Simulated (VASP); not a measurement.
EuS:

```xyz
2
Lattice="0.0000 3.0177 3.0177 3.0177 0.0000 3.0177 3.0177 3.0177 0.0000" Properties=species:S:1:pos:R:3 pbc="T T T"
Eu    0.0000    0.0000    0.0000
S     3.0177    3.0177    3.0177
```

Base run:

- Program: VASP 6.6.1
- Functional: BLYP
- Potentials or basis: VASP PAW PBE potentials, release 64 (Eu, S)
- Cutoff: 600 eV
- k mesh: 8 × 8 × 8
- Occupations: fermi-dirac, width 0.05 eV
- Spin: collinear spin, ferromagnetic start
- Starting moments: [7.0, 0.0] μB

Its results: band gap on the k mesh zero (filled and empty bands overlap); pressure -1.1 GPa; net moment 6.98 μB per cell; site moments Eu +6.62; S -0.05 μB.

Q: The run is repeated on the same cell with these changes: functional from BLYP to LDA. What comes out?

A: Band gap on the k mesh zero (filled and empty bands overlap); pressure -8.7 GPa; net moment 6.96 μB per cell; site moments Eu +6.61; S -0.06 μB.

LDA binds more tightly than BLYP, so the same cell stands under less pressure.

Caveats: the PAW data sets were made with another functional, which shifts forces and pressure a little; spin-orbit coupling is left out, which moves the levels of the heavy elements; a cell with one magnetic atom can't hold antiferromagnetic order, which such compounds often take; semilocal functionals describe open f shells poorly, which spoils levels, moments and volumes; the cell stands under tension (at least some runs).
